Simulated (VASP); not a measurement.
Wanted: the native input for a VASP 6.6.1 run.

- Task: relaxation of cell and atoms
- Functional: PBEsol
- Potentials or basis: VASP PAW PBE potentials, release 64 (Pb_d, S)
- Cutoff: 600 eV
- k mesh: 6 × 6 × 6
- Occupations: fermi-dirac, width 0.02 eV
- Spin: no spin polarisation
- Dipole correction: no
- Further INCAR settings: ALGO = Normal; EDIFF = 1e-06; IBRION = 2; EDIFFG = -0.005; NSW = 80; ISIF = 3

The structure of PbS lies in POSCAR:

```
PbS
1.0
    0.0000000000      3.3235679683      3.3235679683
    3.3235679683      0.0000000000      3.3235679683
    3.3235679683      3.3235679683      0.0000000000
Pb S
1 1
Direct
    0.0000000000      0.0000000000      0.0000000000
    0.2500000000      0.2500000000      0.2500000000
```

These files were run (other wordings do the same):

INCAR

```
SYSTEM = PbS
ALGO = Normal ; EDIFF = 1E-6
EDIFFG = -0.005 ; ENCUT = 600
GGA = PS ; IBRION = 2
ISIF = 3 ; ISMEAR = -1
LASPH = .TRUE. ; LCHARG = .FALSE.
LREAL = .FALSE. ; LWAVE = .FALSE.
NELM = 80 ; NSW = 80
PREC = Accurate ; SIGMA = 0.02
```

KPOINTS

```
k-points
0
G
  6 6 6
  0 0 0
```

Potentials or basis: VASP PAW PBE potentials, release 64 (Pb_d, S).

Command:

```console
$ cat potpaw_PBE.64/Pb_d/POTCAR potpaw_PBE.64/S/POTCAR > POTCAR
$ mpirun -np 1 vasp_std > vasp.out
```

It gave:

The relaxed volume is 35.03 Å³/atom, the relaxed cell is a = 4.627 Å, b = 4.627 Å, c = 4.627 Å, α = 60.00°, β = 60.00°, γ = 60.00° and the space group after relaxing (to 0.1 Å) is F-43m (No. 216). The energy gained by relaxing is 9.1 meV/atom and the ionic steps are 3. The pressure after relaxing is 0.0 GPa and the band gap on the k mesh is 0.76 eV (least direct gap 1.15 eV).

Caveat: the PAW data sets were made with another functional, which shifts forces and pressure a little; spin-orbit coupling is left out, which moves the levels of the heavy elements.

Wall time 95 s on 1 thread of AMD EPYC 7R13, on a shared host, peak memory 0.21 GiB.
